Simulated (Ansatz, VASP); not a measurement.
**Two plane-wave programs on SnS**

```
Sn S
1.0
    11.32000    0.00000    0.00000
     0.00000    4.05000    0.00000
     0.00000    0.00000    4.11474
Sn S
4 4
Direct
  0.12037 0.25000 0.09037
  0.37963 0.75000 0.59037
  0.62037 0.25000 0.40963
  0.87963 0.75000 0.90963
  0.85151 0.25000 0.47752
  0.64849 0.75000 0.97752
  0.35151 0.25000 0.02248
  0.14849 0.75000 0.52248
```

Change from the starting cell: z stretched by -3 %, ions relaxed.

Alike in both runs: functional PBE; k mesh 4 × 11 × 10; occupations fermi-dirac, width 0.02 eV; no spin polarisation.

Ansatz relaxed the structure, and its values are those at the end. VASP's run is a single point on that final structure, the one shown.

|  | VASP | Ansatz |
| --- | --- | --- |
| version | VASP 6.6.1 | Ansatz 0.2.0 |
| potentials or method | VASP PAW PBE potentials, release 64 (Sn_d, S) | plane-wave PAW, scalar-relativistic |
| plane-wave cutoff (eV) | 500 | 420 |
| valence electrons in the cell | 80 | 80 |

VASP gave:

- pressure (GPa): 2.5
- rms of the force components (eV/Å): 0.004

Problem. Estimate Ansatz's values.

Solution. Pressure (GPa): 2.5; rms of the force components (eV/Å): 0.001.

Ansatz's warnings: stress scf threshold loose.
